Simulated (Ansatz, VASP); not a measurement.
One calculation of Si5C, two programs

```
CELL_PARAMETERS angstrom
4.43584 0.00000 0.00000
-2.21792 3.84155 0.00000
0.00000 0.00000 4.71348
ATOMIC_POSITIONS crystal
Si 0.33333 0.66667 0.00000
Si 0.66667 0.33333 0.00000
Si 0.33333 0.66667 0.50000
Si 0.66667 0.33333 0.50000
Si 0.00000 0.00000 0.50000
C 0.00000 0.00000 0.00000
```

Alike in both runs: functional PBE; k mesh 12 × 12 × 8; occupations gaussian, width 0.1 eV; no spin polarisation.

Ansatz relaxed the structure, and its values are those at the end. VASP's run is a single point on that final structure, the one shown.

|  | VASP | Ansatz |
| --- | --- | --- |
| version | VASP 6.6.1 | Ansatz 0.2.0 |
| potentials or method | VASP PAW PBE potentials, release 64 (Si, C), cutoff 520 eV | scalar-relativistic, plane waves, PAW |
| valence electrons in the cell | 24 | 24 |

```csv
,VASP,Ansatz,Ansatz less VASP
gap on the k mesh at the Fermi level (eV),none,none,-
pressure (GPa),-0.1,0.0,+0.06
```

A gap of «none» marks a metal or a gap that the smearing closes.
